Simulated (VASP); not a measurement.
A run of VASP 6.6.1 is set up as follows.

Contents of INCAR:

```
ALGO     = Normal         # electronic algorithm
EDIFF    = 1E-7           # SCF threshold, eV
ENCUT    = 520            # plane-wave cutoff, eV
GGA      = PE             # functional
ISIF     = 2              # what is computed and relaxed
ISMEAR   = 0              # smearing method
LASPH    = T              # aspherical terms in the spheres
LCHARG   = F              # write CHGCAR
LREAL    = Auto         
LWAVE    = F              # write WAVECAR
NBANDS   = 56             # bands
NELM     = 100            # most SCF steps
PREC     = Accurate       # precision mode
SIGMA    = 0.02           # smearing width, eV
```

Contents of KPOINTS:

```
Automatic mesh
0
Gamma
  2 2 2
  0.5 0.5 0.5
```

The input POSCAR:

```
Li17H16
1.0
    4.0071000521     -4.0071000521     -4.0071000521
   -4.0071000521     -4.0071000521      4.0071000521
   -4.0071000521      4.0071000521     -4.0071000521
Li H
17 16
Direct
    0.2554272383      0.7435355896      0.0039232861
    0.2548151997      1.0043678590      0.7439750596
    0.2452300884      0.2391994179      0.4995491687
   -0.0017349205      0.7472286594      0.2544678163
    0.2445655180      0.4984345222      0.2381374280
    1.1090219716      1.0419910773      1.0434098090
   -0.0020406279      0.2543250697      0.7471023835
    0.7497062616      0.7594268824      0.5070059329
   -0.0282127969      0.4910666004      0.4909314653
    0.7502638968      0.9927219057      0.2716065199
    0.7496170450      0.2713874088     -0.0076050010
    0.3912601332      0.6844629444      0.6831693655
    0.7503574807      0.5074209462      0.7597169924
    0.5017226857      1.0061904988      0.4989316398
    0.5283490486      0.2692780280      0.2693575119
    0.5019949524      0.4991493784      0.0063226522
    0.7502203491      0.9245084854      0.9243654892
    0.2225215214      0.4842827668      0.7370381227
    0.2217959343      0.7371356995      0.4836971812
    0.2782866625      0.0119267049      0.2654375948
    0.0025635746      0.5060088277      0.0028720271
    0.2775141588      0.2645409364      0.0117638690
    0.0033640288      0.7712760999      0.7711890045
    0.0025583339      0.0034095730      0.5066659114
    0.7499843929      0.5016686566      0.2554266144
   -0.0157897230      0.2047841305      0.2046700829
    0.7509743857      0.7311369724      0.0180710487
    0.7488527766      0.0170794338      0.7299420933
    0.4966479434      0.5177310207      0.5177315198
    0.7500713636      0.2555088435      0.5016651628
    0.4974130853      0.7502697614      0.2533817441
    0.5159013933     -0.0293990663     -0.0293505274
    0.4974483976      0.2541911823      0.7508225302
```

Potentials or basis: VASP PAW PBE potentials, release 64 (Li_sv, H).

Run with:

```console
$ cat potpaw_PBE.64/Li_sv/POTCAR potpaw_PBE.64/H/POTCAR > POTCAR
$ mpirun -np 1 vasp_std > vasp.out
```

**Question.** Predict the band gap on the k mesh.

**Answer.** Zero (an odd number of electrons rules out a gap without spin polarisation).

**Question.** What does it give for the largest force?

**Answer.** 0.143 eV/Å.

Forces on the atoms (eV/Å):
```
Li   0.007 -0.003 -0.015
Li   0.012 -0.015 -0.003
Li   0.009  0.017  0.004
Li   0.007 -0.020  0.005
Li   0.002  0.004  0.017
Li   0.063 -0.021 -0.003
Li   0.009  0.010 -0.019
Li  -0.007  0.011 -0.012
Li  -0.028  0.009  0.011
Li  -0.007  0.021 -0.022
Li  -0.007 -0.023  0.020
Li   0.061  0.018  0.003
Li  -0.005 -0.010  0.013
Li   0.008  0.022 -0.008
Li  -0.029 -0.010 -0.012
Li   0.009 -0.013  0.023
Li  -0.143  0.001 -0.002
H   -0.010 -0.017 -0.014
H   -0.009 -0.017 -0.016
H   -0.009  0.018  0.016
H   -0.002  0.013  0.001
H   -0.010  0.017  0.014
H    0.044 -0.007 -0.010
H    0.001 -0.001  0.015
H   -0.010  0.010 -0.008
H   -0.014  0.005  0.002
H    0.019  0.003  0.003
H    0.019 -0.003 -0.003
H    0.044  0.008  0.010
H   -0.010 -0.010  0.008
H   -0.002 -0.013 -0.001
H   -0.013 -0.005 -0.003
H    0.001  0.002 -0.015
```

Caveat: the k points lie up to 0.55 Å⁻¹ apart, too coarse for converged energies and pressures of a metal; an odd number of electrons without spin polarisation forces a metal; a magnetic or distorted state may lie lower.
